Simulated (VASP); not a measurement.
# Mg6BiB (Amm2) in VASP: a series of runs

Mg6BiB is run at these levels: PBE; tasks: single point.

All numbers are computed with VASP 6.6.1; they aren't measurements. Logs are shortened: lines on timing, memory, paths and dates and some standing lists are left out, and cuts for length are marked.

### Step 1. The cell of the first run

The structure is orthorhombic, space group Amm2 (No. 38). The conventional cell has a = 3.910 Å, b = 8.840 Å, c = 10.307 Å, α = 90.00°, β = 90.00°, γ = 90.00°. Within 4.1 Å of Bi (site symmetry mm2) lie 12 Mg at 3.11 to 3.53 Å and 2 Bi at 3.91 Å and 1 B at 4.02 Å. Mg (site symmetry mm2) has 10 Mg at 3.01 to 3.91 Å and 2 Bi at 3.11 Å within 4.0 Å. Mg (site symmetry mm2) has 2 B at 2.44 Å and 6 Mg at 2.89 to 2.96 Å and 2 Bi at 3.22 Å within 3.3 Å. Mg (site symmetry m) has 2 B at 2.69 Å and 7 Mg at 2.96 to 3.44 Å and 2 Bi at 3.53 Å within 3.6 Å. Mg (site symmetry m) has 1 B at 2.51 Å and 8 Mg at 2.89 to 3.44 Å and 2 Bi at 3.37 to 3.42 Å within 3.5 Å. B (site symmetry mm2) has 8 Mg at 2.44 to 2.69 Å within 3.2 Å.

### Step 2. Single point, PBE

INCAR reads:

```
SYSTEM = Mg6BiB
ALGO = Fast
EDIFF = 1E-6
ENCUT = 520
GGA = PE
ISIF = 2
ISMEAR = -1
LASPH = .True.
LCHARG = .False.
LREAL = .False.
LWAVE = .False.
NBANDS = 25
NELM = 80
PREC = Accurate
SIGMA = 0.05
```

KPOINTS reads:

```
k-points
0
Gamma
  7 4 4
  0 0 0
```

POSCAR reads:

```
Mg6BiB
1.0
    3.9104695180      0.0000000000      0.0000000000
    0.0000000000      4.4200470991      5.1534220742
    0.0000000000     -4.4200470991      5.1534220742
Bi Mg B
1 6 1
Direct
    0.5000000000      0.3854670000      0.3854670000
    0.0000000000      0.1503870000      0.1503870000
    0.0000000000      0.6333230000      0.6333230000
    0.0000000000      0.7147320000      0.0494740000
    0.0000000000      0.0494740000      0.7147320000
    0.5000000000      0.8864940000      0.4049730000
    0.5000000000      0.4049730000      0.8864940000
    0.5000000000      0.7751590000      0.7751590000
```

Potentials or basis: VASP PAW PBE potentials, release 64 (Bi_d, Mg, B).

On the command line:

```console
cat potpaw_PBE.64/Bi_d/POTCAR potpaw_PBE.64/Mg/POTCAR potpaw_PBE.64/B/POTCAR > POTCAR
mpirun -np 1 vasp_std > vasp.out
```

OUTCAR:

```text
SYSTEM = Mg6BiB
   EDIFF = 1E-6
   ENCUT = 520
   GGA = PE
   ISIF = 2
   ISMEAR = -1
   LASPH = .True.
   LREAL = .False.
   NELM = 80
   PREC = Accurate

 ion  position               nearest neighbor table
   1  0.500  0.385  0.385-   2 3.11   2 3.11   3 3.22   3 3.22   6 3.37   7 3.37   6 3.42   7 3.42
                             4 3.53   5 3.53   4 3.53   5 3.53
   2  0.000  0.150  0.150-   6 3.01   7 3.01   6 3.01   7 3.01   1 3.11   1 3.11   5 3.14   4 3.14

   3  0.000  0.633  0.633-   8 2.44   8 2.44   6 2.89   6 2.89   7 2.89   7 2.89   4 2.96   5 2.96
                             1 3.22   1 3.22
   4  0.000  0.715  0.049-   8 2.69   8 2.69   5 2.96   3 2.96   2 3.14   7 3.19   7 3.19   6 3.44
                             6 3.44   1 3.53   1 3.53
   5  0.000  0.049  0.715-   8 2.69   8 2.69   4 2.96   3 2.96   2 3.14   6 3.19   6 3.19   7 3.44
                             7 3.44   1 3.53   1 3.53
   6  0.500  0.886  0.405-   8 2.51   3 2.89   3 2.89   2 3.01   2 3.01   5 3.19   5 3.19   1 3.37
                             1 3.42   4 3.44   4 3.44
   7  0.500  0.405  0.886-   8 2.51   3 2.89   3 2.89   2 3.01   2 3.01   4 3.19   4 3.19   1 3.37
                             1 3.42   5 3.44   5 3.44
   8  0.500  0.775  0.775-   3 2.44   3 2.44   7 2.51   6 2.51   5 2.69   4 2.69   4 2.69   5 2.69

  LATTYP: Found a base centered orthorhombic cell.
 ALAT       =     8.8400941982
 B/A-ratio  =     1.1659201720
 C/A-ratio  =     0.4423560915

  Lattice vectors:

 A1 = (   0.0000000000,   4.4200470991,  -5.1534220742)
 A2 = (   0.0000000000,   4.4200470991,   5.1534220742)
 A3 = (   3.9104695180,   0.0000000000,   0.0000000000)

Analysis of symmetry for initial positions (statically):
=====================================================================
 Subroutine PRICEL returns:
 Original cell was already a primitive cell.

 Routine SETGRP: Setting up the symmetry group for a
 base centered orthorhombic supercell.

 Subroutine GETGRP returns: Found  4 space group operations
 (whereof  4 operations were pure point group operations)
 out of a pool of  8 trial point group operations.

The static configuration has the point symmetry C_2v.

Analysis of symmetry for dynamics (positions and initial velocities):
=====================================================================
 Subroutine PRICEL returns:
 Original cell was already a primitive cell.

 Routine SETGRP: Setting up the symmetry group for a
 base centered orthorhombic supercell.

 Subroutine GETGRP returns: Found  4 space group operations
 (whereof  4 operations were pure point group operations)
[... 116 lines left out ...]
   EDIFFG = 0.1E-04   stopping-criterion for IOM
   NSW    =      0    number of steps for IOM
   IBRION =     -1    ionic relax: 0-MD 1-quasi-New 2-CG
   NFREE  =      0    steps in history (QN), initial steepest desc. (CG)
   ISIF   =      2    stress and relaxation
   ISYM   =      2    0-nonsym 1-usesym 2-fastsym
   POTIM  = 0.5000    time-step for ionic-motion
   TEBEG  =    0.0;   TEEND  =   0.0 temperature during run
   PSTRESS=    0.0 pullay stress
   NELECT =      30.0000    total number of electrons
   NUPDOWN=      -1.0000    fix difference up-down
   EMIN   =  10.00;   EMAX   =-10.00  energy-range for DOS
   EFERMI =   0.00;   METHOD = LEGACY
   ISMEAR =    -1;   SIGMA  =   0.05  broadening in eV -4-tet -1-fermi 0-gaus
   EFERMI_NEDOS =   21; number of points for ismear=-14 and -15
   IALGO  =     68    algorithm
   IMIX   =      4    mixing-type and parameters
     AMIX     =   0.40;   BMIX     =  1.00
     AMIX_MAG =   1.60;   BMIX_MAG =  1.00
  volume/ion in A,a.u.               =      22.27       150.28
  Fermi-wavevector in a.u.,A,eV,Ry     =   0.904041  1.708390 11.119905  0.817290
  Thomas-Fermi vector in A             =   2.027440
   LORBIT       =      0    0 simple, 1 ext, 2 COOP (PROOUT), +10 PAW based schemes
   GGA     = PE    functional components
   LHFCALC =     F    Hartree Fock is set to
   AEXX    =    0.0000 exact exchange contribution
   IVDW    =     0    specifies the selected vdW correction
   LEPSILON=     F    determine dielectric tensor
   LRPA    =     F    only Hartree local field effects (RPA)
 non-spin polarized calculation
 RMM-DIIS sequential band-by-band and
  energy-cutoff  :      520.00
  volume of cell :      178.15
 maximum number of plane-waves:      4825
 NGX is ok and might be reduce to    30
   NGX = 15   NGY = 25   NGZ = 25

 number of electron      29.9999988 magnetization

 Free energy of the ion-electron system (eV)
  ---------------------------------------------------
  ext. energy  EPLUGINS =         0.00000000
  ---------------------------------------------------
  free energy    TOTEN  =       -18.16598834 eV

  energy without entropy =      -18.14421278  energy(sigma->0) =      -18.15510056

 E-fermi :   3.5195     XC(G=0):  -8.8822

 val. band max:        3.5006446418   @ k =   0.0000   0.5000   0.2500
 cond. band min:       3.5370798148   @ k =   0.0000   0.5000   0.5000
 fundamental gap:      0.0364351730
 Fermi energy:         3.5194647314

 k-point     1 :       0.0000    0.0000    0.0000
  band No.  band energies     occupation
      1     -19.0176      2.00000
      2     -19.0121      2.00000
      3     -18.9857      2.00000
      4     -18.9845      2.00000
      5     -18.9711      2.00000
      6      -7.6686      2.00000
[... 661 lines left out ...]
     24       8.1342      0.00000
     25       8.7060      0.00000

 [... further k-points ...]
[... 5 lines left out ...]
  --------------------------------------------------------------------------------------
  -------------------------------------------------------------------------------------
  Total       -1.3229724     -1.2295851     -1.8748045      0.0000000      0.0000000      0.0000000
  in kB      -11.8981614    -11.0582817    -16.8610670      0.0000000      0.0000000      0.0000000
  external PRESSURE =     -13.2725034 kB  Pullay stress =       0.0000000 kB

 VOLUME and BASIS-vectors are now :
 -----------------------------------------------------------------------------
  energy-cutoff  :      520.00
  volume of cell :      178.15
      direct lattice vectors                 reciprocal lattice vectors
     3.910469518  0.000000000  0.000000000     0.255723768  0.000000000  0.000000000
     0.000000000  4.420047099  5.153422074     0.000000000  0.113120967  0.097022909
     0.000000000 -4.420047099  5.153422074     0.000000000 -0.113120967  0.097022909

 POSITION                                       TOTAL-FORCE (eV/Angst)
 -----------------------------------------------------------------------------------
      1.95523      0.00000      3.97295         0.000000      0.000000     -0.061795
      0.00000      0.00000      1.55002         0.000000      0.000000      0.044293
      0.00000      0.00000      6.52756         0.000000      0.000000     -0.091481
      0.00000      2.94047      3.93828         0.000000     -0.002652      0.022249
      0.00000     -2.94047      3.93828         0.000000      0.002652      0.022249
      1.95523      2.12835      6.65547         0.000000      0.005391      0.056545
      1.95523     -2.12835      6.65547         0.000000     -0.005391      0.056545
      1.95523      0.00000      7.98944         0.000000      0.000000     -0.048604
 -----------------------------------------------------------------------------------
    total drift:                                0.000000      0.000000     -0.000173

  FREE ENERGIE OF THE ION-ELECTRON SYSTEM (eV)
  ---------------------------------------------------
  free  energy   TOTEN  =       -18.1659883387 eV

  energy  without entropy=      -18.1442127833  energy(sigma->0) =      -18.15510056
```

Wall time 89 s (1 thread of Oxide Virtual Turin-like, shared host); peak memory 0.3 GiB.

What came out:

* Free energy: -18.1660 eV
* Pressure: -1.3 GPa
* Largest force: 0.091 eV/Å
* Band gap on the k mesh: zero (bands 15 and 16 overlap by 1.45 eV)

Forces on the atoms (eV/Å):
```
Bi   0.000  0.000 -0.062
Mg   0.000  0.000  0.044
Mg   0.000  0.000 -0.091
Mg   0.000 -0.003  0.022
Mg   0.000  0.003  0.022
Mg   0.000  0.005  0.057
Mg   0.000 -0.005  0.057
B    0.000  0.000 -0.049
```

Stress tensor (GPa, compression positive):
```
-1.19  0.00  0.00
 0.00 -1.11  0.00
 0.00  0.00 -1.69
```

Levels at points of the mesh, in eV from the Fermi level:
| k point | band 12 | band 13 | band 14 | band 15 | band 16 | band 17 | band 18 | band 19 |
| --- | --- | --- | --- | --- | --- | --- | --- | --- |
| (0.00, 0.00, 0.00) | -2.32 | -1.12 | -0.21 | 0.13 | 0.97 | 2.57 | 3.36 | 3.68 |
| (0.00, 0.50, 0.00) | -0.97 | -0.37 | -0.05 | 0.36 | 0.77 | 1.01 | 2.47 | 2.89 |
| (0.00, 0.50, 0.50) | -1.16 | -0.02 | 0.02 | 0.42 | 0.79 | 0.98 | 0.98 | 1.78 |

Caveat: spin-orbit coupling is left out, which moves the levels of the heavy elements.

### Step 3. Single point, PBE

This run uses another cell than the first one, of 22.71 Å³/atom.

INCAR reads:

```
SYSTEM = Mg6BiB
ALGO = Fast ; EDIFF = 1E-7
ENCUT = 520 ; GGA = PE
ISIF = 2 ; ISMEAR = -1
LASPH = .TRUE. ; LCHARG = .FALSE.
LREAL = .FALSE. ; LWAVE = .FALSE.
NBANDS = 25 ; NELM = 100
PREC = Accurate ; SIGMA = 0.05
```

KPOINTS reads:

```
k-points
0
G
  7 4 4
  0 0 0
```

POSCAR, as its differences from that of step 2:

```diff
@@ -2,5 +2,5 @@
 1.0
-    3.9104695180      0.0000000000      0.0000000000
-    0.0000000000      4.4200470991      5.1534220742
-    0.0000000000     -4.4200470991      5.1534220742
+    3.9358628887      0.0000000000      0.0000000000
+    0.0000000000      4.4487495079      5.1868867916
+    0.0000000000     -4.4487495079      5.1868867916
 Bi Mg B
```

Potentials or basis: VASP PAW PBE potentials, release 64 (Bi_d, Mg, B).

On the command line:

```console
cat potpaw_PBE.64/Bi_d/POTCAR potpaw_PBE.64/Mg/POTCAR potpaw_PBE.64/B/POTCAR > POTCAR
mpirun -np 1 vasp_std > vasp.out
```

Wall time 83 s (1 thread of Oxide Virtual Turin-like, shared host); peak memory 0.33 GiB.

Results (log left out):

- Free energy: -18.1293 eV
- Pressure: -2.1 GPa
- Largest force: 0.097 eV/Å
- Band gap on the k mesh: zero (bands 15 and 16 overlap by 1.42 eV)

Forces on the atoms (eV/Å):
```
Bi   0.000  0.000 -0.074
Mg   0.000  0.000  0.057
Mg   0.000  0.000 -0.049
Mg   0.000  0.023  0.005
Mg   0.000 -0.023  0.005
Mg   0.000 -0.019  0.077
Mg   0.000  0.019  0.077
B    0.000  0.000 -0.097
```

Stress tensor (GPa, compression positive):
```
-1.96  0.00  0.00
 0.00 -1.82  0.00
 0.00  0.00 -2.42
```

Levels at points of the mesh, in eV from the Fermi level:
```csv
k point,band 11,band 12,band 13,band 14,band 15,band 16,band 17,band 18,band 19,band 20
"(0.00, 0.00, 0.00)",-3.04,-2.29,-1.10,-0.21,0.13,0.95,2.53,3.30,3.63,3.87
"(0.00, 0.50, 0.00)",-3.01,-0.95,-0.37,-0.05,0.35,0.75,0.96,2.44,2.86,3.81
"(0.00, 0.50, 0.50)",-1.50,-1.14,-0.01,0.02,0.40,0.78,0.96,0.98,1.76,3.19
```

Caveat: spin-orbit coupling is left out, which moves the levels of the heavy elements.

### Step 4. Single point, PBE

This run uses another cell than the first one, of 23.14 Å³/atom.

INCAR reads:

```
  ALGO = Fast
  EDIFF = 1E-7
  ENCUT = 520
  GGA = PE
  ISIF = 2
  ISMEAR = -1
  LASPH = T
  LCHARG = F
  LREAL = F
  LWAVE = F
  NBANDS = 25
  NELM = 100
  PREC = Accurate
  SIGMA = 0.05
```

KPOINTS reads:

```
k-points
0
Gamma
  7 4 4
```

POSCAR, as its differences from that of step 3:

```diff
@@ -2,5 +2,5 @@
 1.0
-    3.9358628887      0.0000000000      0.0000000000
-    0.0000000000      4.4487495079      5.1868867916
-    0.0000000000     -4.4487495079      5.1868867916
+    3.9609327550      0.0000000000      0.0000000000
+    0.0000000000      4.4770862560      5.2199251778
+    0.0000000000     -4.4770862560      5.2199251778
 Bi Mg B
```

Potentials or basis: VASP PAW PBE potentials, release 64 (Bi_d, Mg, B).

On the command line:

```console
cat potpaw_PBE.64/Bi_d/POTCAR potpaw_PBE.64/Mg/POTCAR potpaw_PBE.64/B/POTCAR > POTCAR
mpirun -np 1 vasp_std > vasp.out
```

OUTCAR:

```text
EDIFF = 1E-7
   ENCUT = 520
   GGA = PE
   ISIF = 2
   ISMEAR = -1
   LASPH = T
   LREAL = F
   NELM = 100
   PREC = Accurate

 ion  position               nearest neighbor table
   1  0.500  0.385  0.385-   2 3.15   2 3.15   3 3.26   3 3.26   6 3.41   7 3.41   6 3.47   7 3.47
                             4 3.58   5 3.58   4 3.58   5 3.58
   2  0.000  0.150  0.150-   6 3.05   7 3.05   6 3.05   7 3.05   1 3.15   1 3.15   5 3.18   4 3.18

   3  0.000  0.633  0.633-   8 2.47   8 2.47   6 2.93   6 2.93   7 2.93   7 2.93   4 3.00   5 3.00
                             1 3.26   1 3.26
   4  0.000  0.715  0.049-   8 2.72   8 2.72   5 3.00   3 3.00   2 3.18   7 3.23   7 3.23   6 3.49
                             6 3.49   1 3.58   1 3.58
   5  0.000  0.049  0.715-   8 2.72   8 2.72   4 3.00   3 3.00   2 3.18   6 3.23   6 3.23   7 3.49
                             7 3.49   1 3.58   1 3.58
   6  0.500  0.886  0.405-   8 2.54   3 2.93   3 2.93   2 3.05   2 3.05   5 3.23   5 3.23   1 3.41
                             1 3.47   4 3.49   4 3.49
   7  0.500  0.405  0.886-   8 2.54   3 2.93   3 2.93   2 3.05   2 3.05   4 3.23   4 3.23   1 3.41
                             1 3.47   5 3.49   5 3.49
   8  0.500  0.775  0.775-   3 2.47   3 2.47   7 2.54   6 2.54   5 2.72   4 2.72   4 2.72   5 2.72
[... 202 lines left out ...]
 cond. band min:       3.2901230103   @ k =   0.0000   0.5000   0.5000
 fundamental gap:      0.0274550400
 Fermi energy:         3.2707437040

 k-point     1 :       0.0000    0.0000    0.0000
  band No.  band energies     occupation
      1     -19.2385      2.00000
      2     -19.2350      2.00000
      3     -19.2092      2.00000
      4     -19.2081      2.00000
      5     -19.1971      2.00000
      6      -7.7831      2.00000
[... 661 lines left out ...]
     24       7.7950      0.00000
     25       8.3046      0.00000

 [... further k-points ...]
[... 5 lines left out ...]
  --------------------------------------------------------------------------------------
  -------------------------------------------------------------------------------------
  Total       -3.0667102     -2.8471688     -3.5558893      0.0000000      0.0000000      0.0000000
  in kB      -26.5397063    -24.6397668    -30.7731260      0.0000000      0.0000000      0.0000000
  external PRESSURE =     -27.3175331 kB  Pullay stress =       0.0000000 kB

 VOLUME and BASIS-vectors are now :
 -----------------------------------------------------------------------------
  energy-cutoff  :      520.00
  volume of cell :      185.13
      direct lattice vectors                 reciprocal lattice vectors
     3.960932755  0.000000000  0.000000000     0.252465786  0.000000000  0.000000000
     0.000000000  4.477086256  5.219925178     0.000000000  0.111679778  0.095786814
     0.000000000 -4.477086256  5.219925178     0.000000000 -0.111679778  0.095786814

 POSITION                                       TOTAL-FORCE (eV/Angst)
 -----------------------------------------------------------------------------------
      1.98047      0.00000      4.02422         0.000000     -0.000000     -0.085793
      0.00000      0.00000      1.57002         0.000000     -0.000000      0.069379
      0.00000      0.00000      6.61180         0.000000     -0.000000     -0.009641
      0.00000      2.97842      3.98910         0.000000      0.047305     -0.011337
      0.00000     -2.97842      3.98910         0.000000     -0.047305     -0.011337
      1.98047      2.15581      6.74136         0.000000     -0.043018      0.095643
      1.98047     -2.15581      6.74136         0.000000      0.043018      0.095643
      1.98047      0.00000      8.09254         0.000000     -0.000000     -0.142558
 -----------------------------------------------------------------------------------
    total drift:                                0.000000     -0.000000      0.000062

  FREE ENERGIE OF THE ION-ELECTRON SYSTEM (eV)
  ---------------------------------------------------
  free  energy   TOTEN  =       -18.0772758379 eV

  energy  without entropy=      -18.0544024091  energy(sigma->0) =      -18.06583912
```

stdout:

```text
POSCAR found type information on POSCAR BiMgB
 POSCAR found :  3 types and       8 ions
 scaLAPACK will be used
 LDA part: xc-table for (Slater+PW92), standard interpolation
 POSCAR, INCAR and KPOINTS ok, starting setup
 FFT: planning ... GRIDC
 FFT: planning ... GRID_SOFT
 FFT: planning ... GRID
 WAVECAR not read
 entering main loop
```

Wall time 92 s (1 thread of Oxide Virtual Turin-like, shared host); peak memory 0.33 GiB.

What came out:

```
Free energy            : -18.0773 eV
Pressure               : -2.7 GPa
Largest force          : 0.143 eV/Å
Band gap on the k mesh : zero (bands 15 and 16 overlap by 1.40 eV)
```

Forces in eV/Å, atoms in the order of the input:
```
Bi   0.000  0.000 -0.086
Mg   0.000  0.000  0.069
Mg   0.000  0.000 -0.010
Mg   0.000  0.047 -0.011
Mg   0.000 -0.047 -0.011
Mg   0.000 -0.043  0.096
Mg   0.000  0.043  0.096
B    0.000  0.000 -0.143
```

Levels at points of the mesh, in eV from the Fermi level:
| k point | band 13 | band 14 | band 15 | band 16 | band 17 | band 18 |
| --- | --- | --- | --- | --- | --- | --- |
| (0.00, 0.00, 0.00) | -1.09 | -0.20 | 0.13 | 0.93 | 2.50 | 3.24 |
| (0.00, 0.50, 0.00) | -0.37 | -0.05 | 0.34 | 0.74 | 0.93 | 2.40 |
| (0.00, 0.50, 0.50) | -0.01 | 0.02 | 0.38 | 0.76 | 0.94 | 0.99 |

Caveat: spin-orbit coupling is left out, which moves the levels of the heavy elements.

[end of part 1 of 2]

The gap in the log of VASP goes by the Fermi energy; the results here count the filled bands.